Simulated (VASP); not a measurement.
ZnSe (Stilleite):

```xyz
2
Lattice="0.0000 2.8338 2.8338 2.8338 0.0000 2.8338 2.8338 2.8338 0.0000" Properties=species:S:1:pos:R:3 pbc="T T T"
Se    4.2507    4.2507    4.2507
Zn    0.0000    0.0000    0.0000
```

Program: VASP 6.6.1. Alike in all runs: task single point; no spin polarisation; cell as given; cutoff (eV) 520.

Order these runs on this cell by their band gap on the k mesh, lowest first.
A. level PBE-based screened hybrid; potentials or basis VASP PAW PBE potentials, release 64 (Se, Zn); k mesh 4 × 4 × 4; smearing fermi-dirac 0.05 eV; grid for exact exchange (PRECFOCK) Normal; share of exact exchange 0.25; screening parameter 0.15 1/Å
B. level PBE0; potentials or basis VASP PAW PBE potentials, release 64 (Se, Zn); k mesh 4 × 4 × 4; smearing fermi-dirac 0.05 eV; grid for exact exchange (PRECFOCK) Normal
C. level PBE; potentials or basis VASP PAW PBE potentials, release 64 (Se, Zn); k mesh 8 × 8 × 8; smearing gaussian 0.017 eV
D. level B3LYP; potentials or basis VASP PAW PBE potentials, release 64 (Se, Zn); k mesh 4 × 4 × 4; smearing fermi-dirac 0.05 eV; grid for exact exchange (PRECFOCK) Normal
E. level LDA; potentials or basis VASP PAW LDA potentials, release 64 (Se, Zn); k mesh 8 × 8 × 8; smearing fermi-dirac 0.05 eV

E (1.07 eV), C (1.29 eV), A (2.59 eV), D (2.74 eV), B (3.14 eV).

Caveats: some runs use coarse meshes.
